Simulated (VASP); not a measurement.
Write the native input for VASP 6.6.1 that does the following.

- Task: relaxation of cell and atoms
- Functional: PBE
- Potentials or basis: VASP PAW PBE potentials, release 64 (Zr_sv, Zn, N)
- Cutoff: 600 eV
- k mesh: 3 × 3 × 6
- Occupations: gaussian, width 0.1 eV
- Spin: no spin polarisation
- Dipole correction: no
- Further INCAR settings: ALGO = Normal; EDIFF = 1e-06; IBRION = 2; EDIFFG = -0.04; NSW = 90; ISIF = 3

The structure of Zr3ZnN2 lies in POSCAR:

```
Zr3ZnN2
1.0
    5.9763450604      0.0000000000      0.0000000000
   -2.9881725302      5.1756666441      0.0000000000
    0.0000000000      0.0000000000      3.0874662402
Zr Zn N
3 1 2
Direct
    0.5000000000      0.0000000000      0.0000000000
    0.0000000000      0.5000000000      0.0000000000
    0.5000000000      0.5000000000      0.0000000000
    0.0000000000      0.0000000000      0.0000000000
    0.3333333333      0.6666666667      0.5000000000
    0.6666666667      0.3333333333      0.5000000000
```

The cell was built from a structure type or drawn by symmetry, and may not be a known phase.

The input as run:

INCAR

```
PREC = Accurate
ENCUT = 600
EDIFF = 1E-6
ISMEAR = 0
SIGMA = 0.1
LREAL = False
LASPH = True
NELM = 100
ALGO = Normal
ISIF = 3
LWAVE = False
LCHARG = False
GGA = PE
IBRION = 2
NSW = 90
EDIFFG = -0.04
```

KPOINTS

```
regular mesh
0
Gamma
  3 3 6
```

Potentials or basis: VASP PAW PBE potentials, release 64 (Zr_sv, Zn, N).

Run with:

```console
$ cat potpaw_PBE.64/Zr_sv/POTCAR potpaw_PBE.64/Zn/POTCAR potpaw_PBE.64/N/POTCAR > POTCAR
$ mpirun -np 1 vasp_std > vasp.out
```

It gave:

The relaxed volume is 15.97 Å³/atom. The relaxed cell is a = 5.978 Å, b = 5.978 Å, c = 3.095 Å, α = 90.00°, β = 90.00°, γ = 120.00°. The space group after relaxing (to 0.1 Å) is P6/mmm (No. 191) and the energy gained by relaxing is 0.1 meV/atom. The ionic steps are 3, the pressure after relaxing is -0.1 GPa and the band gap on the k mesh is zero (bands 29 and 30 overlap by 1.33 eV).

Caveat: the k points lie up to 0.40 Å⁻¹ apart in the final cell, too coarse for converged energies and pressures of a metal.

Run time: 88 s on 1 thread of AMD EPYC 9R45 96-Core Processor (Zen 5), on a shared host, peak memory 0.24 GiB.
